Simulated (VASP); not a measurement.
# GaAs (Pmmn) in VASP: further runs

GaAs is run at these levels: PBE; tasks: single point, relaxation of cell and atoms.

Program: VASP 6.6.1. These are calculated values, not measurements. Logs are shortened: lines on timing, memory, paths and dates and some standing lists are left out, and cuts for length are marked.

### Step 1. The cell of the first run

The structure is orthorhombic, space group Pmmn (No. 59). The conventional cell has a = 4.071 Å, b = 12.431 Å, c = 6.204 Å, α = 90.00°, β = 90.00°, γ = 90.00°. Ga (site symmetry m) has 4 As at 2.48 to 2.55 Å within 3.3 Å. Ga (site symmetry mm2) has 4 As at 2.48 to 2.49 Å within 3.3 Å. Within 3.3 Å of As (site symmetry m) lie 4 Ga at 2.49 to 2.55 Å. As (site symmetry mm2) has 4 Ga at 2.48 Å within 3.3 Å.

The cell was generated, and may not be a known phase.

### Step 2. Single point, PBE

INCAR reads:

```
SYSTEM = GaAs
PREC = Accurate
ENCUT = 520
EDIFF = 1E-6
ISMEAR = 0
SIGMA = 0.1
LREAL = .False.
LASPH = .True.
NELM = 60
ALGO = Fast
ISIF = 2
LWAVE = .False.
LCHARG = .True.
GGA = PE
LELF = .True.
LVHAR = .True.
NBANDS = 66
```

KPOINTS reads:

```
regular mesh
0
Gamma
  10 4 6
  0 0 0
```

POSCAR reads:

```
GaAs
1.0
    4.0711659835      0.0000000000      0.0000000000
    0.0000000000     12.4306498846      0.0000000000
    0.0000000000      0.0000000000      6.2042391750
Ga As
6 6
Direct
    0.0000000000      0.6457333286      0.0963734502
    0.5000000000      0.8542666714      0.9036265498
    0.0000000000      0.0000000000      0.4034008997
    0.5000000000      0.1457333286      0.9036265498
    0.0000000000      0.3542666714      0.0963734502
    0.5000000000      0.5000000000      0.5965991003
    0.5000000000      0.6503126852      0.8623468440
    0.0000000000      0.8496873148      0.1376531560
    0.5000000000      0.0000000000      0.6311116546
    0.0000000000      0.1503126852      0.1376531560
    0.5000000000      0.3496873148      0.8623468440
    0.0000000000      0.5000000000      0.3688883454
```

Potentials or basis: VASP PAW PBE potentials, release 64 (Ga_d, As).

Started as:

```bash
$ cat potpaw_PBE.64/Ga_d/POTCAR potpaw_PBE.64/As/POTCAR > POTCAR
$ mpirun -np 1 vasp_std > vasp.out
```

OUTCAR:

```text
SYSTEM = GaAs
   PREC = Accurate
   ENCUT = 520
   EDIFF = 1E-6
   ISMEAR = 0
   LREAL = .False.
   LASPH = .True.
   NELM = 60
   ISIF = 2
   GGA = PE

 ion  position               nearest neighbor table
   1  0.000  0.646  0.096-  12 2.48   7 2.50   7 2.50   8 2.55
   2  0.500  0.854  0.904-   9 2.48   8 2.50   8 2.50   7 2.55
   3  0.000  0.000  0.403-   9 2.48   9 2.48  10 2.49   8 2.49
   4  0.500  0.146  0.904-   9 2.48  10 2.50  10 2.50  11 2.55
   5  0.000  0.354  0.096-  12 2.48  11 2.50  11 2.50  10 2.55
   6  0.500  0.500  0.597-  12 2.48  12 2.48   7 2.49  11 2.49
   7  0.500  0.650  0.862-   6 2.49   1 2.50   1 2.50   2 2.55
   8  0.000  0.850  0.138-   3 2.49   2 2.50   2 2.50   1 2.55
   9  0.500  0.000  0.631-   3 2.48   3 2.48   4 2.48   2 2.48
  10  0.000  0.150  0.138-   3 2.49   4 2.50   4 2.50   5 2.55
  11  0.500  0.350  0.862-   6 2.49   5 2.50   5 2.50   4 2.55
  12  0.000  0.500  0.369-   6 2.48   6 2.48   1 2.48   5 2.48

  LATTYP: Found a simple orthorhombic cell.
 ALAT       =     4.0711659835
 B/A-ratio  =     1.5239465058
 C/A-ratio  =     3.0533390029

  Lattice vectors:

 A1 = (  -4.0711659835,   0.0000000000,   0.0000000000)
 A2 = (   0.0000000000,   0.0000000000,   6.2042391750)
 A3 = (   0.0000000000,  12.4306498846,   0.0000000000)

Analysis of symmetry for initial positions (statically):
=====================================================================
 Subroutine PRICEL returns:
 Original cell was already a primitive cell.

 Routine SETGRP: Setting up the symmetry group for a
 simple orthorhombic supercell.

 Subroutine GETGRP returns: Found  8 space group operations
 (whereof  4 operations were pure point group operations)
 out of a pool of  8 trial point group operations.

The static configuration has the point symmetry C_2v.
 The point group associated with its full space group is D_2h.

Analysis of symmetry for dynamics (positions and initial velocities):
=====================================================================
 Subroutine PRICEL returns:
 Original cell was already a primitive cell.

 Routine SETGRP: Setting up the symmetry group for a
 simple orthorhombic supercell.

 Subroutine GETGRP returns: Found  8 space group operations
 (whereof  4 operations were pure point group operations)
 out of a pool of  8 trial point group operations.

The dynamic configuration has the point symmetry C_2v.
 The point group associated with its full space group is D_2h.

 Subroutine INISYM returns: Found  8 space group operations
 (whereof  4 operations are pure point group operations),
 and found     1 'primitive' translations

----------------------------------------------------------------------------------------

                                     Primitive cell

  volume of cell :     313.9794

  direct lattice vectors                    reciprocal lattice vectors
     4.071165984  0.000000000  0.000000000     0.245629877  0.000000000  0.000000000
     0.000000000 12.430649885  0.000000000     0.000000000  0.080446317  0.000000000
     0.000000000  0.000000000  6.204239175     0.000000000  0.000000000  0.161180118

  length of vectors
     4.071165984 12.430649885  6.204239175     0.245629877  0.080446317  0.161180118

  position of ions in fractional coordinates (direct lattice)
     0.000000000  0.645733329  0.096373450
     0.500000000  0.854266671  0.903626550
     0.000000000  0.000000000  0.403400900
     0.500000000  0.145733329  0.903626550
     0.000000000  0.354266671  0.096373450
     0.500000000  0.500000000  0.596599100
     0.500000000  0.650312685  0.862346844
     0.000000000  0.849687315  0.137653156
     0.500000000  0.000000000  0.631111655
     0.000000000  0.150312685  0.137653156
     0.500000000  0.349687315  0.862346844
     0.000000000  0.500000000  0.368888345

  ion indices of the primitive-cell ions
   primitive index   ion index
                 1           1
                 2           2
                 3           3
                 4           4
                 5           5
                 6           6
                 7           7
                 8           8
                 9           9
                10          10
                11          11
                12          12

----------------------------------------------------------------------------------------

 KPOINTS: regular mesh

Automatic generation of k-mesh.
 Grid dimensions read from file:
 generate k-points for:   10    4    6

 Generating k-lattice:

  Cartesian coordinates                     Fractional coordinates (reciprocal lattice)
     0.024562988  0.000000000  0.000000000     0.100000000  0.000000000  0.000000000
     0.000000000  0.020111579  0.000000000     0.000000000  0.250000000  0.000000000
     0.000000000  0.000000000  0.026863353     0.000000000  0.000000000  0.166666667

  Length of vectors
     0.024562988  0.020111579  0.026863353

[... 46 lines left out ...]
   EFERMI =   0.00;   METHOD = LEGACY
   ISMEAR =     0;   SIGMA  =   0.10  broadening in eV -4-tet -1-fermi 0-gaus
   EFERMI_NEDOS =   21; number of points for ismear=-14 and -15
   IALGO  =     68    algorithm
   IMIX   =      4    mixing-type and parameters
     AMIX     =   0.40;   BMIX     =  1.00
     AMIX_MAG =   1.60;   BMIX_MAG =  1.00
  volume/ion in A,a.u.               =      26.16       176.57
  Fermi-wavevector in a.u.,A,eV,Ry     =   1.147050  2.167610 17.901508  1.315724
  Thomas-Fermi vector in A             =   2.283732
   LORBIT       =      0    0 simple, 1 ext, 2 COOP (PROOUT), +10 PAW based schemes
   GGA     = PE    functional components
   LHFCALC =     F    Hartree Fock is set to
   AEXX    =    0.0000 exact exchange contribution
   IVDW    =     0    specifies the selected vdW correction
   LEPSILON=     F    determine dielectric tensor
   LRPA    =     F    only Hartree local field effects (RPA)
 non-spin polarized calculation
 RMM-DIIS sequential band-by-band and
 Gauss-broadening in eV      SIGMA  =   0.10
  energy-cutoff  :      520.00
  volume of cell :      313.98
 maximum number of plane-waves:      8505
   NGX = 15   NGY = 47   NGZ = 23

 number of electron     108.0000044 magnetization

 Free energy of the ion-electron system (eV)
  ---------------------------------------------------
  ext. energy  EPLUGINS =         0.00000000
  ---------------------------------------------------
  free energy    TOTEN  =       -48.20789305 eV

  energy without entropy =      -48.20707902  energy(sigma->0) =      -48.20748604

 E-fermi :   2.8037     XC(G=0):  -8.7676

 val. band max:        2.7728319753   @ k =   0.0000   0.0000   0.0000
 cond. band min:       3.3704312583   @ k =   0.0000   0.0000   0.1667
 fundamental gap:      0.5975992830
 Fermi energy:         2.8037285643

 k-point     1 :       0.0000    0.0000    0.0000
  band No.  band energies     occupation
      1     -12.1632      2.00000
      2     -12.1553      2.00000
      3     -12.1445      2.00000
      4     -12.1342      2.00000
      5     -12.1010      2.00000
      6     -12.1007      2.00000
[... 58 lines left out ...]
     65       6.6677      0.00000
     66       6.8337      0.00000

 k-point     2 :       0.1000    0.0000    0.0000
  band No.  band energies     occupation
      1     -12.1626      2.00000
      2     -12.1554      2.00000
      3     -12.1448      2.00000
      4     -12.1348      2.00000
      5     -12.1039      2.00000
      6     -12.1029      2.00000
[... 58 lines left out ...]
     65       6.7525      0.00000
     66       7.2670      0.00000

 k-point     3 :       0.2000    0.0000    0.0000
  band No.  band energies     occupation
      1     -12.1628      2.00000
      2     -12.1576      2.00000
      3     -12.1458      2.00000
      4     -12.1366      2.00000
      5     -12.1089      2.00000
      6     -12.1056      2.00000
[... 1438 lines left out ...]
     65       6.9413      0.00000
     66       7.9867      0.00000

 k-point    24 :       0.5000    0.0000    0.1667
  band No.  band energies     occupation
      1     -12.1725      2.00000
      2     -12.1725      2.00000
      3     -12.1443      2.00000
      4     -12.1443      2.00000
      5     -12.1041      2.00000
      6     -12.1041      2.00000
[... 58 lines left out ...]
     65       7.2880      0.00000
     66       7.2907      0.00000

 [... further k-points ...]
[... 5 lines left out ...]
  --------------------------------------------------------------------------------------
  -------------------------------------------------------------------------------------
  Total        0.3062227      0.3321064      0.3303568      0.0000000      0.0000000      0.0000000
  in kB        1.5625964      1.6946758      1.6857481      0.0000000      0.0000000      0.0000000
  external PRESSURE =       1.6476735 kB  Pullay stress =       0.0000000 kB

 VOLUME and BASIS-vectors are now :
 -----------------------------------------------------------------------------
  energy-cutoff  :      520.00
  volume of cell :      313.98
      direct lattice vectors                 reciprocal lattice vectors
     4.071165984  0.000000000  0.000000000     0.245629877  0.000000000  0.000000000
     0.000000000 12.430649885  0.000000000     0.000000000  0.080446317  0.000000000
     0.000000000  0.000000000  6.204239175     0.000000000  0.000000000  0.161180118

 POSITION                                       TOTAL-FORCE (eV/Angst)
 -----------------------------------------------------------------------------------
      0.00000      8.02688      0.59792         0.000000     -0.002647      0.003823
      2.03558     10.61909      5.60632        -0.000000      0.002647     -0.003823
      0.00000      0.00000      2.50280        -0.000000      0.000000      0.005441
      2.03558      1.81156      5.60632        -0.000000     -0.002647     -0.003823
      0.00000      4.40376      0.59792         0.000000      0.002647      0.003823
      2.03558      6.21532      3.70144        -0.000000      0.000000     -0.005441
      2.03558      8.08381      5.35021        -0.000000     -0.001516     -0.008611
      0.00000     10.56217      0.85403         0.000000      0.001516      0.008611
      2.03558      0.00000      3.91557        -0.000000      0.000000     -0.007653
      0.00000      1.86848      0.85403        -0.000000     -0.001516      0.008611
      2.03558      4.34684      5.35021        -0.000000      0.001516     -0.008611
      0.00000      6.21532      2.28867        -0.000000      0.000000      0.007653
 -----------------------------------------------------------------------------------
    total drift:                                0.000000      0.000000      0.000000

  FREE ENERGIE OF THE ION-ELECTRON SYSTEM (eV)
  ---------------------------------------------------
  free  energy   TOTEN  =       -48.2078930532 eV

  energy  without entropy=      -48.2070790169  energy(sigma->0) =      -48.20748604
```

Wall time 54 min (1 thread of Oxide Virtual Turin-like, shared host); peak memory 1.1 GiB.

What came out:

| Item | Value |
| --- | --- |
| Free energy | -48.2079 eV |
| Pressure | 0.2 GPa |
| Largest force | 0.009 eV/Å |
| Band gap on the k mesh | 0.02 eV (least direct gap 0.05 eV) |

Forces in eV/Å, atoms in the order of the input:
```
Ga   0.000 -0.003  0.004
Ga   0.000  0.003 -0.004
Ga   0.000  0.000  0.005
Ga   0.000 -0.003 -0.004
Ga   0.000  0.003  0.004
Ga   0.000  0.000 -0.005
As   0.000 -0.002 -0.009
As   0.000  0.002  0.009
As   0.000  0.000 -0.008
As   0.000 -0.002  0.009
As   0.000  0.002 -0.009
As   0.000  0.000  0.008
```

Levels at points of the mesh, in eV from the valence-band top:
```tsv
k point	band 50	band 51	band 52	band 53	band 54	band 55	band 56	band 57	band 58	band 59
(0.00, 0.00, 0.00)	-0.81	-0.81	-0.35	-0.25	-0.02	0.02	1.08	1.44	1.90	2.13
(0.50, 0.00, 0.00)	-2.30	-1.63	-1.63	-1.13	-1.13	1.72	1.72	1.94	1.94	2.37
(0.00, 0.50, 0.00)	-1.23	-0.48	-0.48	-0.07	-0.07	1.24	1.24	1.63	1.63	2.40
(0.50, 0.50, 0.00)	-2.11	-1.83	-1.83	-1.64	-1.64	1.73	1.73	1.90	1.90	2.69
(0.00, 0.00, 0.50)	-1.51	-0.85	-0.75	-0.47	-0.24	1.01	1.30	1.42	1.56	1.64
(0.50, 0.00, 0.50)	-2.02	-1.37	-1.37	-0.98	-0.98	0.88	0.88	2.11	2.11	3.42
(0.00, 0.50, 0.50)	-1.53	-0.92	-0.92	-0.47	-0.47	0.76	0.76	2.05	2.05	2.23
(0.50, 0.50, 0.50)	-2.14	-1.32	-1.32	-1.27	-1.27	1.81	1.81	1.89	1.89	3.10
```

Caveat: the smearing spreads over this small gap; semilocal functionals underestimate gaps, and a narrow one can read as zero.

### Step 3. Relaxation of cell and atoms, PBE

This run uses another cell than the first one, of 22.70 Å³/atom.

INCAR reads:

```
PREC = Accurate ; ENCUT = 600
EDIFF = 1E-6 ; ISMEAR = 0
SIGMA = 0.1 ; LREAL = False
LASPH = True ; NELM = 60
ALGO = Normal ; ISIF = 3
LWAVE = False ; LCHARG = False
GGA = PE ; IBRION = 2
NSW = 90 ; EDIFFG = -0.04
```

KPOINTS reads:

```
Automatic mesh
0
Gamma
  4 2 4
```

POSCAR reads:

```
GaAs
1.0
    3.9186868700      0.0000000000      0.0000000000
    0.0000000000     12.2172555800      0.0000000000
    0.0000000000      0.0000000000      5.6899564000
Ga As
6 6
Direct
    0.0000000000      0.6523099200      0.1196049900
    0.5000000000      0.8476900800      0.8803950100
    0.0000000000      0.0000000000      0.3810625100
    0.5000000000      0.1523099200      0.8803950100
    0.0000000000      0.3476900800      0.1196049900
    0.5000000000      0.5000000000      0.6189374900
    0.5000000000      0.6523099200      0.8803950100
    0.0000000000      0.8476900800      0.1196049900
    0.5000000000      0.0000000000      0.6189374900
    0.0000000000      0.1523099200      0.1196049900
    0.5000000000      0.3476900800      0.8803950100
    0.0000000000      0.5000000000      0.3810625100
```

Potentials or basis: VASP PAW PBE potentials, release 64 (Ga_d, As).

Started as:

```bash
$ cat potpaw_PBE.64/Ga_d/POTCAR potpaw_PBE.64/As/POTCAR > POTCAR
$ mpirun -np 1 vasp_std > vasp.out
```

Wall time 2.3 h (1 thread of Oxide Virtual Turin-like, shared host); peak memory 0.57 GiB.

It converged, with:

- Free energy: -48.0309 eV
- Relaxed volume: 26.31 Å³/atom
- Relaxed cell: a = 4.107 Å, b = 12.432 Å, c = 6.184 Å, α = 90.00°, β = 90.00°, γ = 90.00°
- Space group after relaxing (to 0.1 Å): Pmmn (No. 59)
- Energy gained by relaxing: 121.3 meV/atom
- Ionic steps: 22
- Pressure after relaxing: 0.0 GPa
- Largest force after relaxing: 0.020 eV/Å
- Band gap on the k mesh: 0.05 eV

Forces in eV/Å, atoms in the order of the input:
```
Ga   0.000 -0.009  0.011
Ga   0.000  0.009 -0.011
Ga   0.000  0.000  0.002
Ga   0.000 -0.009 -0.011
Ga   0.000  0.009  0.011
Ga   0.000  0.000 -0.002
As   0.000  0.019 -0.006
As   0.000 -0.019  0.006
As   0.000  0.000  0.011
As   0.000  0.019  0.006
As   0.000 -0.019 -0.006
As   0.000  0.000 -0.011
```

The path:
| step | energy change (eV) | largest force (eV/Å) | pressure (GPa) | volume (Å³) |
| --- | --- | --- | --- | --- |
| 1 | 0.0000 | 1.0822 | 10.78 | 272.41 |
| 2 | -1.0116 | 0.5648 | -3.18 | 337.18 |
| 3 | -1.2947 | 0.3211 | 0.18 | 313.17 |
| 4 | -1.2946 | 0.3324 | 0.07 | 314.02 |
| 5 | -1.3365 | 0.2509 | -0.09 | 315.77 |
| 6 | -1.3568 | 0.2811 | -0.28 | 318.24 |
| 7 | -1.3881 | 0.2456 | -0.17 | 317.83 |
| 8 | -1.4143 | 0.2010 | 0.07 | 316.97 |
| 9 | -1.4275 | 0.1284 | -0.06 | 317.46 |
| 10 | -1.4279 | 0.1116 | -0.09 | 317.55 |
| 11 | -1.4315 | 0.0740 | 0.01 | 316.88 |
| 12 | -1.4350 | 0.0939 | 0.19 | 315.57 |
| 13 | -1.4379 | 0.0889 | 0.11 | 315.98 |
| 14 | -1.4428 | 0.0804 | -0.06 | 316.95 |
| 15 | -1.4436 | 0.0798 | -0.40 | 318.89 |
| 16 | -1.4447 | 0.0793 | -0.25 | 318.06 |
| 17 | -1.4469 | 0.0700 | -0.25 | 317.84 |
| 18 | -1.4517 | 0.0804 | -0.17 | 317.19 |
| 19 | -1.4526 | 0.1084 | 0.00 | 315.90 |
| 20 | -1.4537 | 0.0912 | -0.06 | 316.45 |
| 21 | -1.4547 | 0.0456 | 0.00 | 316.05 |
| 22 | -1.4550 | 0.0201 | 0.04 | 315.75 |

Final structure:
```cif
data_structure
_symmetry_space_group_name_H-M 'P 1'
_symmetry_Int_Tables_number 1
_cell_length_a 4.1071
_cell_length_b 12.4320
_cell_length_c 6.1840
_cell_angle_alpha 90.000
_cell_angle_beta 90.000
_cell_angle_gamma 90.000
_cell_volume 315.75
loop_
_atom_site_label
_atom_site_type_symbol
_atom_site_fract_x
_atom_site_fract_y
_atom_site_fract_z
_atom_site_occupancy
Ga1 Ga 0.00000 0.64626 0.09818 1
Ga2 Ga 0.50000 0.85374 0.90182 1
Ga3 Ga 0.00000 0.00000 0.40222 1
Ga4 Ga 0.50000 0.14625 0.90182 1
Ga5 Ga 0.00000 0.35374 0.09818 1
Ga6 Ga 0.50000 0.50000 0.59778 1
As1 As 0.50000 0.64996 0.86532 1
As2 As 0.00000 0.85004 0.13468 1
As3 As 0.50000 0.00000 0.62865 1
As4 As 0.00000 0.14996 0.13468 1
As5 As 0.50000 0.35004 0.86532 1
As6 As 0.00000 0.50000 0.37135 1
```

Levels at points of the mesh, in eV from the valence-band top:
| k point | band 50 | band 51 | band 52 | band 53 | band 54 | band 55 | band 56 | band 57 | band 58 | band 59 |
| --- | --- | --- | --- | --- | --- | --- | --- | --- | --- | --- |
| (0.00, 0.00, 0.00) | -0.79 | -0.72 | -0.30 | -0.23 | 0.00 | 0.05 | 1.08 | 1.44 | 1.90 | 2.09 |
| (0.50, 0.00, 0.00) | -2.22 | -1.52 | -1.52 | -1.06 | -1.06 | 1.84 | 1.84 | 2.01 | 2.01 | 2.43 |
| (0.00, 0.50, 0.00) | -1.22 | -0.38 | -0.38 | -0.05 | -0.05 | 1.22 | 1.22 | 1.64 | 1.64 | 2.41 |
| (0.50, 0.50, 0.00) | -2.01 | -1.77 | -1.77 | -1.57 | -1.57 | 1.83 | 1.83 | 1.99 | 1.99 | 2.78 |
| (0.00, 0.00, 0.50) | -1.50 | -0.75 | -0.74 | -0.38 | -0.21 | 0.99 | 1.33 | 1.46 | 1.62 | 1.66 |
| (0.50, 0.00, 0.50) | -1.93 | -1.27 | -1.27 | -0.91 | -0.91 | 0.98 | 0.98 | 2.20 | 2.20 | 3.50 |
| (0.00, 0.50, 0.50) | -1.47 | -0.82 | -0.82 | -0.46 | -0.46 | 0.77 | 0.77 | 2.06 | 2.06 | 2.24 |
| (0.50, 0.50, 0.50) | -2.08 | -1.21 | -1.21 | -1.19 | -1.19 | 1.90 | 1.90 | 1.99 | 1.99 | 3.18 |

Caveat: the volume moved by over 15 % at a fixed basis, so the end points are rough; semilocal functionals underestimate gaps, and a narrow one can read as zero.

The gap in the log of VASP goes by the Fermi energy; the results here count the filled bands.